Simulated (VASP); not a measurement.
# ZnCu2SnSe4 (I-42m) in VASP: single point with PBE

Aim: the single point of ZnCu2SnSe4 with PBE.

Everything below comes from runs of VASP 6.6.1. Logs are shortened: lines on timing, memory, paths and dates and some standing lists are left out, and cuts for length are marked.

**1. The cell of the first run**

The structure is tetragonal, space group I-42m (No. 121). Conventional cell: a = 5.659 Å, b = 5.659 Å, c = 11.086 Å, α = 90.00°, β = 90.00°, γ = 90.00°. Within 3.3 Å of Sn (site symmetry -42m) lie 4 Se at 2.46 Å. Se (site symmetry m) has 2 Cu at 2.35 Å and 1 Sn at 2.46 Å and 1 Zn at 2.58 Å within 3.1 Å. Cu (site symmetry -4) has 4 Se at 2.35 Å within 3.1 Å. Within 3.4 Å of Zn (site symmetry -42m) lie 4 Se at 2.58 Å.

**2. Single point, PBE**

File POSCAR:

```
ZnCu2SnSe4
1.0
    0.0000000000      5.6594590000      0.0000000000
    5.6594590000      0.0000000000      0.0000000000
    2.8297300000      2.8297300000     -5.5430910000
Sn Se Cu Zn
1 4 2 1
Direct
    0.5000000000      0.5000000000      0.0000000000
    0.3973000000      0.3973000000      0.7236000000
    0.6027000000      0.1209000000      0.2764000000
    0.8791000000      0.8791000000      0.7236000000
    0.1209000000      0.6027000000      0.2764000000
    0.7500000000      0.2500000000      0.5000000000
    0.2500000000      0.7500000000      0.5000000000
    0.0000000000      0.0000000000      0.0000000000
```

File INCAR.step1:

```
PREC = Accurate
ENCUT = 520
EDIFF = 1E-7
ISMEAR = 1
SIGMA = 0.1876
LREAL = False
LASPH = True
NELM = 60
ALGO = Normal
ISIF = 2
LWAVE = False
LCHARG = True
LMAXMIX = 4
GGA = PE
NBANDS = 46
```

File KPOINTS.step1:

```
regular mesh
0
Gamma
  5 5 5
```

File INCAR.step2:

```
PREC = Accurate
ENCUT = 520
EDIFF = 1E-7
ISMEAR = -5
SIGMA = 0.1876
LREAL = False
LASPH = True
NELM = 60
ALGO = Normal
ISIF = 2
LWAVE = False
LCHARG = False
LMAXMIX = 4
GGA = PE
LORBIT = 10
NBANDS = 46
NEDOS = 2001
ICHARG = 11
```

File KPOINTS.step2:

```
regular mesh
0
Gamma
  8 8 8
```

Potentials or basis: VASP PAW PBE potentials, release 64 (Sn_d, Se, Cu, Zn).

Started as:

```sh
> cat potpaw_PBE.64/Sn_d/POTCAR potpaw_PBE.64/Se/POTCAR potpaw_PBE.64/Cu/POTCAR potpaw_PBE.64/Zn/POTCAR > POTCAR
> cp INCAR.step1 INCAR
> cp KPOINTS.step1 KPOINTS
> mpirun -np 1 vasp_std > vasp.out
> cp INCAR.step2 INCAR
> cp KPOINTS.step2 KPOINTS
> mpirun -np 1 vasp_std > vasp.out
```

OUTCAR:

```text
PREC = Accurate
   ENCUT = 520
   EDIFF = 1E-7
   ISMEAR = -5
   LREAL = False
   LASPH = True
   NELM = 60
   ISIF = 2
   GGA = PE
   LORBIT = 10
   ICHARG = 11

 ion  position               nearest neighbor table
   1  0.500  0.500  0.000-   4 2.46   3 2.46   5 2.46   2 2.46
   2  0.397  0.397  0.724-   6 2.35   7 2.35   1 2.46   8 2.58
   3  0.603  0.121  0.276-   7 2.35   6 2.35   1 2.46   8 2.58
   4  0.879  0.879  0.724-   6 2.35   7 2.35   1 2.46   8 2.58
   5  0.121  0.603  0.276-   6 2.35   7 2.35   1 2.46   8 2.58
   6  0.750  0.250  0.500-   5 2.35   4 2.35   2 2.35   3 2.35
   7  0.250  0.750  0.500-   3 2.35   4 2.35   2 2.35   5 2.35
   8  0.000  0.000  0.000-   2 2.58   3 2.58   5 2.58   4 2.58

  LATTYP: Found a body centered tetragonal cell.
 ALAT       =     5.6594590000
 C/A-ratio  =     1.9588766347

  Lattice vectors:

 A1 = (  -2.8297300000,   2.8297290000,   5.5430910000)
 A2 = (   2.8297290000,  -2.8297300000,   5.5430910000)
 A3 = (   2.8297300000,   2.8297300000,  -5.5430910000)

Analysis of symmetry for initial positions (statically):
=====================================================================
 Subroutine PRICEL returns:
 Original cell was already a primitive cell.

 Routine SETGRP: Setting up the symmetry group for a
 body centered tetragonal supercell.

 Subroutine GETGRP returns: Found  8 space group operations
 (whereof  8 operations were pure point group operations)
 out of a pool of 16 trial point group operations.

The static configuration has the point symmetry D_2d.

Analysis of symmetry for dynamics (positions and initial velocities):
=====================================================================
 Subroutine PRICEL returns:
 Original cell was already a primitive cell.

 Routine SETGRP: Setting up the symmetry group for a
 body centered tetragonal supercell.

 Subroutine GETGRP returns: Found  8 space group operations
 (whereof  8 operations were pure point group operations)
 out of a pool of 16 trial point group operations.

The dynamic configuration has the point symmetry D_2d.

 Subroutine INISYM returns: Found  8 space group operations
 (whereof  8 operations are pure point group operations),
 and found     1 'primitive' translations

----------------------------------------------------------------------------------------

                                     Primitive cell

  volume of cell :     177.5423

  direct lattice vectors                    reciprocal lattice vectors
     0.000000000  5.659459000  0.000000000     0.000000000  0.176695334  0.090202396
     5.659459000  0.000000000  0.000000000     0.176695334  0.000000000  0.090202396
     2.829730000  2.829730000 -5.543091000     0.000000000  0.000000000 -0.180404760

  length of vectors
     5.659459000  5.659459000  6.836709851     0.198387785  0.198387785  0.180404760

  position of ions in fractional coordinates (direct lattice)
     0.500000000  0.500000000  0.000000000
     0.397300000  0.397300000  0.723600000
     0.602700000  0.120900000  0.276400000
     0.879100000  0.879100000  0.723600000
     0.120900000  0.602700000  0.276400000
     0.750000000  0.250000000  0.500000000
     0.250000000  0.750000000  0.500000000
     0.000000000  0.000000000  0.000000000

  ion indices of the primitive-cell ions
   primitive index   ion index
                 1           1
                 2           2
                 3           3
                 4           4
                 5           5
                 6           6
                 7           7
                 8           8

----------------------------------------------------------------------------------------

 KPOINTS: regular mesh

Automatic generation of k-mesh.
 Grid dimensions read from file:
 generate k-points for:    8    8    8

 Generating k-lattice:

  Cartesian coordinates                     Fractional coordinates (reciprocal lattice)
     0.000000000  0.022086917  0.011275299     0.125000000  0.000000000  0.000000000
     0.022086917  0.000000000  0.011275299     0.000000000  0.125000000  0.000000000
     0.000000000  0.000000000 -0.022550595     0.000000000  0.000000000  0.125000000

  Length of vectors
     0.024798473  0.024798473  0.022550595

  Shift w.r.t. Gamma in fractional coordinates (k-lattice)
     0.000000000  0.000000000  0.000000000

 TETIRR: Found    655 inequivalent tetrahedra from     3072

 Subroutine IBZKPT returns following result:
 ===========================================

 Found     59 irreducible k-points:

 Following reciprocal coordinates:
            Coordinates               Weight
  0.000000  0.000000  0.000000      1.000000
  0.125000  0.000000 -0.000000      8.000000
  0.250000  0.000000 -0.000000      8.000000
  0.375000  0.000000  0.000000      8.000000
  0.500000  0.000000 -0.000000      4.000000
  0.125000  0.125000 -0.000000      8.000000
[... 16 lines left out ...]
  0.250000  0.000000  0.125000      4.000000
  0.375000  0.000000  0.125000      8.000000
 [... further k-points ...]
   k-points           NKPTS =     59   k-points in BZ     NKDIM =     59   number of bands    NBANDS=     46
   number of dos      NEDOS =   2001   number of ions     NIONS =      8
   total plane-waves  NPLWV =  95256
   dimension x,y,z NGX =    42 NGY =   42 NGZ =   54
   dimension x,y,z NGXF=    84 NGYF=   84 NGZF=  108
   ions per type =               1   4   2   1
   NGX,Y,Z   is equivalent  to a cutoff of  12.34, 12.34, 13.13 a.u.
   NGXF,Y,Z  is equivalent  to a cutoff of  24.67, 24.67, 26.26 a.u.
 SYSTEM =  unknown system
   PREC   = accura    normal or accurate (medium, high low for compatibility)
   ISTART =      0    job   : 0-new  1-cont  2-samecut
   ICHARG =     11    charge: 1-file 2-atom 10-const
   ISPIN  =      1    spin polarized calculation?
   LNONCOLLINEAR =      F non collinear calculations
   LSORBIT =      F    spin-orbit coupling
   LASPH  =      T    aspherical Exc in radial PAW
   ENCUT  =  520.0 eV  38.22 Ry    6.18 a.u.  10.52 10.52 12.71*2*pi/ulx,y,z
   NELM   =     60;   NELMIN=  2; NELMDL=  0     # of ELM steps
   EDIFF  = 0.1E-06   stopping-criterion for ELM
   LREAL  =      F    real-space projection
   EDIFFG = 0.1E-05   stopping-criterion for IOM
   NSW    =      0    number of steps for IOM
   IBRION =     -1    ionic relax: 0-MD 1-quasi-New 2-CG
   NFREE  =      0    steps in history (QN), initial steepest desc. (CG)
   ISIF   =      2    stress and relaxation
   ISYM   =      2    0-nonsym 1-usesym 2-fastsym
   POTIM  = 0.5000    time-step for ionic-motion
   TEBEG  =    0.0;   TEEND  =   0.0 temperature during run
   PSTRESS=    0.0 pullay stress
   NELECT =      72.0000    total number of electrons
   NUPDOWN=      -1.0000    fix difference up-down
   EMIN   =  10.00;   EMAX   =-10.00  energy-range for DOS
   EFERMI =   0.00;   METHOD = LEGACY
   ISMEAR =    -5;   SIGMA  =   0.19  broadening in eV -4-tet -1-fermi 0-gaus
   EFERMI_NEDOS =   21; number of points for ismear=-14 and -15
   IALGO  =     38    algorithm
   IMIX   =      4    mixing-type and parameters
     AMIX     =   0.40;   BMIX     =  1.00
     AMIX_MAG =   1.60;   BMIX_MAG =  1.00
  volume/ion in A,a.u.               =      22.19       149.76
  Fermi-wavevector in a.u.,A,eV,Ry     =   1.211765  2.289904 19.978445  1.468374
  Thomas-Fermi vector in A             =   2.347270
   LORBIT       =     10    0 simple, 1 ext, 2 COOP (PROOUT), +10 PAW based schemes
   GGA     = PE    functional components
   LHFCALC =     F    Hartree Fock is set to
   AEXX    =    0.0000 exact exchange contribution
   IVDW    =     0    specifies the selected vdW correction
   LEPSILON=     F    determine dielectric tensor
   LRPA    =     F    only Hartree local field effects (RPA)
 non-spin polarized calculation
 Fermi weights with tetrahedron method with Bloechl corrections
  energy-cutoff  :      520.00
  volume of cell :      177.54
 maximum number of plane-waves:      4821

 number of electron      71.9999979 magnetization

 Free energy of the ion-electron system (eV)
  ---------------------------------------------------
  ext. energy  EPLUGINS =         0.00000000
  ---------------------------------------------------
  free energy    TOTEN  =       -28.86817995 eV

  energy without entropy =      -28.86817995  energy(sigma->0) =      -28.86817995

 E-fermi :   4.3720     XC(G=0):  -9.6331

 val. band max:        4.3715556341   @ k =   0.0000   0.0000   0.0000
 cond. band min:       4.3715556630   @ k =   0.0000   0.0000   0.0000
 fundamental gap:      0.0000000289
 Fermi energy:         4.3720492114

 k-point     1 :       0.0000    0.0000    0.0000
  band No.  band energies     occupation
      1     -18.0005      2.00000
      2     -18.0005      2.00000
      3     -17.9771      2.00000
      4     -17.8985      2.00000
      5     -17.8915      2.00000
      6     -10.3963      2.00000
[... 38 lines left out ...]
     45       9.1902      0.00000
     46      10.9490      0.00000

 k-point     2 :       0.1250    0.0000   -0.0000
  band No.  band energies     occupation
      1     -18.0006      2.00000
      2     -18.0005      2.00000
      3     -17.9771      2.00000
      4     -17.8984      2.00000
      5     -17.8914      2.00000
      6     -10.3494      2.00000
[... 1070 lines left out ...]
 k-point    24 :       0.3750    0.0000    0.1250
  band No.  band energies     occupation
      1     -18.0008      2.00000
      2     -18.0005      2.00000
      3     -17.9773      2.00000
      4     -17.8983      2.00000
      5     -17.8912      2.00000
      6     -10.0920      2.00000
[... 38 lines left out ...]
     45       9.9319      0.00000
     46      10.3922      0.00000

 [... further k-points ...]

------------------------ aborting loop because EDIFF is reached ----------------------------------------

  FORCE on cell =-STRESS in cart. coord.  units (eV):
  Direction    XX          YY          ZZ          XY          YZ          ZX
  --------------------------------------------------------------------------------------
  -------------------------------------------------------------------------------------
  Total        7.6329378      7.6329378      8.1188036      0.0000000     -0.0000007     -0.0000007
  in kB       68.8811618     68.8811618     73.2657117      0.0000000     -0.0000066     -0.0000066
  external PRESSURE =      70.3426784 kB  Pullay stress =       0.0000000 kB

 VOLUME and BASIS-vectors are now :
 -----------------------------------------------------------------------------
  energy-cutoff  :      520.00
  volume of cell :      177.54
      direct lattice vectors                 reciprocal lattice vectors
     0.000000000  5.659459000  0.000000000     0.000000000  0.176695334  0.090202396
     5.659459000  0.000000000  0.000000000     0.176695334  0.000000000  0.090202396
     2.829730000  2.829730000 -5.543091000     0.000000000  0.000000000 -0.180404760

 POSITION                                       TOTAL-FORCE (eV/Angst)
 -----------------------------------------------------------------------------------
      2.82973      2.82973      0.00000        -0.000000     -0.000000      0.000000
      4.29610      4.29610     -4.01098        -1.065482     -1.065482      0.066097
      1.46637      4.19309     -1.53211        -1.065482      1.065482     -0.066097
      7.02282      7.02282     -4.01098         1.065482      1.065482      0.066097
      4.19309      1.46637     -1.53211         1.065482     -1.065482     -0.066097
      2.82973      5.65946     -2.77155        -0.000000     -0.000000      0.000000
      5.65946      2.82973     -2.77155        -0.000000     -0.000000      0.000000
      0.00000      0.00000      0.00000        -0.000000     -0.000000      0.000000
 -----------------------------------------------------------------------------------
    total drift:                               -0.000019     -0.000019     -0.000003

  FREE ENERGIE OF THE ION-ELECTRON SYSTEM (eV)
  ---------------------------------------------------
  free  energy   TOTEN  =       -28.8681799524 eV

  energy  without entropy=      -28.8681799524  energy(sigma->0) =      -28.86817995

 total charge

# of ion       s       p       d       tot
------------------------------------------
    1        1.127   1.225  10.112  12.463
    2        1.450   2.401   0.055   3.906
    3        1.450   2.401   0.055   3.906
    4        1.450   2.401   0.055   3.906
    5        1.450   2.401   0.055   3.906
    6        0.394   0.392   9.270  10.057
    7        0.394   0.392   9.270  10.057
    8        0.528   0.345   9.775  10.647
--------------------------------------------------
tot          8.241  11.957  38.649  58.846
```

Run time: 9 min. Hardware: 1 thread of Intel Xeon Platinum 8259CL at 2.50GHz (Skylake/Cascade Lake), shared host; peak memory 0.62 GiB.

Results:

```yaml
Valence_electrons_inside_the_program's_atomic_spheres: Sn 12.46; Se 3.91; Cu 10.06; Zn 10.65
```

Levels at points of the mesh, in eV from the Fermi level:
| k point | band 32 | band 33 | band 34 | band 35 | band 36 | band 37 | band 38 | band 39 | band 40 | band 41 |
| --- | --- | --- | --- | --- | --- | --- | --- | --- | --- | --- |
| (0.00, 0.00, 0.00) | -1.83 | -1.83 | -0.01 | 0.00 | 0.00 | 0.00 | 1.77 | 2.87 | 3.25 | 3.68 |
| (0.50, 0.00, 0.00) | -1.52 | -1.45 | -1.29 | -0.90 | -0.87 | 1.95 | 2.82 | 3.19 | 3.31 | 3.98 |
| (0.50, 0.50, 0.00) | -1.53 | -1.34 | -0.62 | -0.51 | -0.43 | 0.56 | 2.08 | 2.37 | 4.07 | 4.14 |
| (0.00, 0.00, 0.50) | -1.88 | -1.56 | -1.46 | -0.77 | -0.77 | 1.53 | 1.84 | 1.84 | 2.18 | 2.25 |

Caveat: spin-orbit coupling is left out, which moves the levels of the heavy elements; tetrahedron occupations give inexact forces and stress in metals.
